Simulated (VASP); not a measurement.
Wanted: the native input for a VASP 6.6.1 run.

| Property | Result |
| --- | --- |
| Task | single point |
| Functional | PBE |
| Potentials or basis | VASP PAW PBE potentials, release 64 (Cu, H) |
| Cutoff | 520 eV |
| k mesh | 12 × 12 × 8 |
| Occupations | gaussian, width 0.1 eV |
| Spin | no spin polarisation |
| Dipole correction | no |
| k mesh for the DOS | 18 × 18 × 12 |
| Occupations for the DOS | tetrahedron |
| Further INCAR settings | ALGO = Normal; EDIFF = 1e-06 |

Crystal: CuH2.

```
Cu H
1.0
     3.25442    0.00000    0.00000
     0.00000    3.25442    0.00000
     0.00000    0.00000    4.83921
Cu H
2 4
Direct
  0.00000 0.00000 0.75000
  0.00000 0.00000 0.25000
  0.24150 0.24150 0.00000
  0.75850 0.75850 0.00000
  0.24150 0.75850 0.50000
  0.75850 0.24150 0.50000
```

These files were run (other wordings do the same):

POSCAR

```
CuH2
1.0
    3.2544207701      0.0000000000      0.0000000000
    0.0000000000      3.2544207701      0.0000000000
    0.0000000000      0.0000000000      4.8392134955
Cu H
2 4
Direct
    0.0000000000      0.0000000000      0.7500000000
    0.0000000000      0.0000000000      0.2500000000
    0.2415045896      0.2415045896      0.0000000000
    0.7584954104      0.7584954104      0.0000000000
    0.2415045896      0.7584954104      0.5000000000
    0.7584954104      0.2415045896      0.5000000000
```

INCAR.step1

```
SYSTEM = CuH2
  ALGO = Normal
  EDIFF = 1E-6
  ENCUT = 520
  GGA = PE
  ISIF = 2
  ISMEAR = 0
  LASPH = .TRUE.
  LCHARG = .TRUE.
  LMAXMIX = 4
  LREAL = .FALSE.
  LWAVE = .FALSE.
  NBANDS = 22
  NELM = 80
  PREC = Accurate
  SIGMA = 0.1
```

KPOINTS.step1

```
k-points
0
G
  12 12 8
  0 0 0
```

INCAR.step2

```
SYSTEM = CuH2
  ALGO = Normal
  EDIFF = 1E-6
  ENCUT = 520
  GGA = PE
  ICHARG = 11
  ISIF = 2
  ISMEAR = -5
  LASPH = .TRUE.
  LCHARG = .FALSE.
  LMAXMIX = 4
  LORBIT = 11
  LREAL = .FALSE.
  LWAVE = .FALSE.
  NEDOS = 1001
  NELM = 80
  PREC = Accurate
  SIGMA = 0.1
```

KPOINTS.step2

```
k-points
0
G
  18 18 12
  0 0 0
```

Potentials or basis: VASP PAW PBE potentials, release 64 (Cu, H).

Command:

```sh
$ cat potpaw_PBE.64/Cu/POTCAR potpaw_PBE.64/H/POTCAR > POTCAR
$ cp INCAR.step1 INCAR
$ cp KPOINTS.step1 KPOINTS
$ mpirun -np 1 vasp_std > vasp.out
$ cp INCAR.step2 INCAR
$ cp KPOINTS.step2 KPOINTS
$ mpirun -np 1 vasp_std > vasp.out
```

It gave:

```
Valence electrons inside the program's atomic spheres : Cu 10.05; H 0.52
```

It took 3.7 min on 1 thread of Intel(R) Xeon(R) Platinum 8488C (Sapphire Rapids), on a shared host, peak memory 0.39 GiB.
